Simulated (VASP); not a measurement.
Input of a VASP 6.6.1 run:

The input INCAR:

```
PREC = Accurate
ENCUT = 600
EDIFF = 1E-6
ISMEAR = 0
SIGMA = 0.2
LREAL = F
LASPH = T
NELM = 100
ALGO = Normal
ISIF = 3
LWAVE = F
LCHARG = F
GGA = PE
IBRION = 2
NSW = 36
EDIFFG = -0.08
```

File KPOINTS:

```
Automatic mesh
0
Gamma
  4 4 3
```

Contents of POSCAR:

```
ScGa5S
1.0
    4.3922199100      0.0000000000      0.0000000000
    0.0000000000      4.5757946400      0.0000000000
    0.0000000000      0.0000000000      6.6443756900
Sc Ga S
1 5 1
Direct
    0.0000000000      0.0000000000      0.5000000000
    0.6139306100      0.8219175800      0.2788557500
    0.3860693900      0.8219175800      0.7211442500
    0.3860693900      0.1780824200      0.2788557500
    0.6139306100      0.1780824200      0.7211442500
    0.0000000000      0.5000000000      0.0000000000
    0.0000000000      0.5000000000      0.5000000000
```

Potentials or basis: VASP PAW PBE potentials, release 64 (Sc_sv, Ga_d, S).

Run with:

```console
$ cat potpaw_PBE.64/Sc_sv/POTCAR potpaw_PBE.64/Ga_d/POTCAR potpaw_PBE.64/S/POTCAR > POTCAR
$ mpirun -np 1 vasp_std > vasp.out
```

(1) Predict the relaxed cell.

(2) Predict the space group after relaxing (to 0.1 Å).

## Answers

(1) a = 3.967 Å, b = 5.044 Å, c = 7.150 Å, α = 90.00°, β = 90.00°, γ = 90.00°.

(2) P222 (No. 16).
